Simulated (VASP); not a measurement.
Here is a VASP 6.6.1 calculation.

The input INCAR:

```
SYSTEM = K15MgBr16
PREC = Accurate
ENCUT = 520
EDIFF = 1E-7
ISMEAR = -1
SIGMA = 0.01
LREAL = Auto
LASPH = .True.
NELM = 100
ALGO = Normal
ISIF = 2
LWAVE = .False.
LCHARG = .True.
GGA = PE
LELF = .True.
LVHAR = .True.
NBANDS = 146
NELECT = 248.0
```

File KPOINTS:

```
regular mesh
0
Gamma
  2 2 2
  0 0 0
```

The input POSCAR:

```
K15MgBr16
1.0
    0.0000000000      8.0869980000      8.0869980000
    8.0869980000      0.0000000000      8.0869980000
    8.0869980000      8.0869980000      0.0000000000
Mg K Br
1 15 16
Direct
    0.0000000000      0.0000000000      0.0000000000
    0.5000000000      0.0000000000      0.0000000000
    0.0000000000      0.5000000000      0.0000000000
    0.0000000000      0.0000000000      0.5000000000
    0.2500000000      0.2500000000      0.2500000000
    0.5000000000      0.5000000000      0.0000000000
    0.5000000000      0.0000000000      0.5000000000
    0.7495412900      0.2504587100      0.2504587100
    0.0000000000      0.5000000000      0.5000000000
    0.2504587100      0.7495412900      0.2504587100
    0.2504587100      0.2504587100      0.7495412900
    0.5000000000      0.5000000000      0.5000000000
    0.7495412900      0.7495412900      0.2504587100
    0.7495412900      0.2504587100      0.7495412900
    0.2504587100      0.7495412900      0.7495412900
    0.7500000000      0.7500000000      0.7500000000
    0.1133456762      0.1133456762      0.1133456762
    0.6599629713      0.1133456762      0.1133456762
    0.1133456762      0.6599629713      0.1133456762
    0.1133456762      0.1133456762      0.6599629713
    0.3712790790      0.3712790790      0.3712790790
    0.6287209210      0.6287209210      0.1138372371
    0.6287209210      0.1138372371      0.6287209210
    0.8861627629      0.3712790790      0.3712790790
    0.1138372371      0.6287209210      0.6287209210
    0.3712790790      0.8861627629      0.3712790790
    0.3712790790      0.3712790790      0.8861627629
    0.6287209210      0.6287209210      0.6287209210
    0.8866543238      0.8866543238      0.3400370287
    0.8866543238      0.3400370287      0.8866543238
    0.3400370287      0.8866543238      0.8866543238
    0.8866543238      0.8866543238      0.8866543238
```

Potentials or basis: VASP PAW PBE potentials, release 64 (Mg, K_sv, Br).

Run with:

```bash
$ cat potpaw_PBE.64/Mg/POTCAR potpaw_PBE.64/K_sv/POTCAR potpaw_PBE.64/Br/POTCAR > POTCAR
$ mpirun -np 1 vasp_std > vasp.out
```

Estimate the largest force.

0.013 eV/Å.

Forces in eV/Å, atoms in the order of the input:
```
Mg   0.000  0.000  0.000
K    0.000  0.000  0.000
K    0.000  0.000  0.000
K    0.000  0.000  0.000
K    0.000  0.000  0.000
K    0.000  0.000  0.000
K    0.000  0.000  0.000
K   -0.013  0.000  0.000
K    0.000  0.000  0.000
K    0.000 -0.013  0.000
K    0.000  0.000 -0.013
K    0.000  0.000  0.000
K    0.000  0.000  0.013
K    0.000  0.013  0.000
K    0.013  0.000  0.000
K    0.000  0.000  0.000
Br  -0.006 -0.006 -0.006
Br  -0.006  0.006  0.006
Br   0.006 -0.006  0.006
Br   0.006  0.006 -0.006
Br   0.006  0.006  0.006
Br   0.006  0.006 -0.006
Br   0.006 -0.006  0.006
Br   0.006 -0.006 -0.006
Br  -0.006  0.006  0.006
Br  -0.006  0.006 -0.006
Br  -0.006 -0.006  0.006
Br  -0.006 -0.006 -0.006
Br  -0.006 -0.006  0.006
Br  -0.006  0.006 -0.006
Br   0.006 -0.006 -0.006
Br   0.006  0.006  0.006
```

Caveat: the cell carries a net charge on a neutralising background, which shifts energy and pressure.
